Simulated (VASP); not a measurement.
Write the native input for VASP 6.6.1 that does the following.

```yaml
Task: relaxation of cell and atoms
Functional: PBE
Potentials_or_basis: VASP PAW PBE potentials, release 64 (Ni, Si)
Cutoff: 600 eV
k_mesh: 16 × 16 × 16
Occupations: fermi-dirac, width 0.1 eV
Spin: no spin polarisation
Target_pressure: 190 GPa
Dipole_correction: no
Further_INCAR_settings: ALGO = Normal; EDIFF = 1e-06; IBRION = 2; EDIFFG = -0.005; NSW = 60; ISIF = 3
```

The structure of SiNi (CsCl type) lies in POSCAR:

```
SiNi
1.0
    2.5228865615      0.0000000000      0.0000000000
    0.0000000000      2.5228865615      0.0000000000
    0.0000000000      0.0000000000      2.5228865615
Ni Si
1 1
Direct
    0.0000000000      0.0000000000      0.0000000000
    0.5000000000      0.5000000000      0.5000000000
```

The input as run:

INCAR

```
  PREC = Accurate
  ENCUT = 600
  EDIFF = 1E-6
  ISMEAR = -1
  SIGMA = 0.1
  LREAL = False
  LASPH = True
  NELM = 100
  ALGO = Normal
  ISIF = 3
  LWAVE = False
  LCHARG = False
  GGA = PE
  IBRION = 2
  NSW = 60
  EDIFFG = -0.005
  PSTRESS = 1900.0
```

KPOINTS

```
regular mesh
0
Gamma
  16 16 16
```

Potentials or basis: VASP PAW PBE potentials, release 64 (Ni, Si).

The run is started by

```sh
$ cat potpaw_PBE.64/Ni/POTCAR potpaw_PBE.64/Si/POTCAR > POTCAR
$ mpirun -np 1 vasp_std > vasp.out
```

Results of the run:

```json
{"Relaxed volume": "7.54 Å³/atom", "Relaxed cell": "a = 2.471 Å, b = 2.471 Å, c = 2.471 Å, α = 90.00°, β = 90.00°, γ = 90.00°", "Space group after relaxing (to 0.1 Å)": "Pm-3m (No. 221)", "Energy change on relaxing (the run minimises the enthalpy)": "+500.3 meV/atom", "Ionic steps": "8", "Pressure after relaxing": "190.0 GPa", "Band gap on the k mesh": "zero (bands 7 and 8 overlap by 3.87 eV)"}
```

Caveat: the cell is relaxed towards a set pressure, so the run minimises the enthalpy, not the energy.

It took 2.5 min on 1 thread of Intel Xeon 8259CL, on a shared host, peak memory 0.17 GiB.
